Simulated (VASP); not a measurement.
# Ge3BiN: single point with PBE

Crystal: Ge3BiN.

```
Ge Bi N
1.0
     4.59250    0.00000    0.00000
     0.00000    4.59250    0.00000
     0.00000    0.00000    4.59250
Ge Bi N
3 1 1
Direct
  0.50000 0.50000 0.00000
  0.00000 0.50000 0.50000
  0.50000 0.00000 0.50000
  0.00000 0.00000 0.00000
  0.50000 0.50000 0.50000
```

```
Program                : VASP 6.6.1
Task                   : single point
Functional             : PBE
Potentials or basis    : VASP PAW PBE potentials, release 64 (Ge_d, Bi_d, N)
Cutoff                 : 520 eV
k mesh                 : 8 × 8 × 8
Occupations            : fermi-dirac, width 0.15 eV
Spin                   : no spin polarisation
Dipole correction      : no
Further INCAR settings : ALGO = Normal; EDIFF = 1e-06; NBANDS = 39
```

The pressure is 0.0 GPa and the band gap on the k mesh is zero (bands 31 and 32 overlap by 0.43 eV).

Levels at points of the mesh, in eV from the Fermi level:
```tsv
k point	band 29	band 30	band 31	band 32	band 33	band 34
(0.00, 0.00, 0.00)	-1.40	-1.40	-1.40	1.63	1.63	1.63
(0.50, 0.00, 0.00)	-2.29	-0.30	0.04	1.21	1.21	1.43
(0.50, 0.50, 0.00)	-1.53	-0.55	-0.16	-0.16	0.25	0.25
(0.50, 0.50, 0.50)	0.11	0.11	0.11	1.47	4.54	4.54
```

It took 88 s on 1 thread of Intel(R) Xeon(R) 6975P-C (Granite Rapids), on a shared host, peak memory 0.27 GiB.

Caveat: spin-orbit coupling is left out, which moves the levels of the heavy elements.
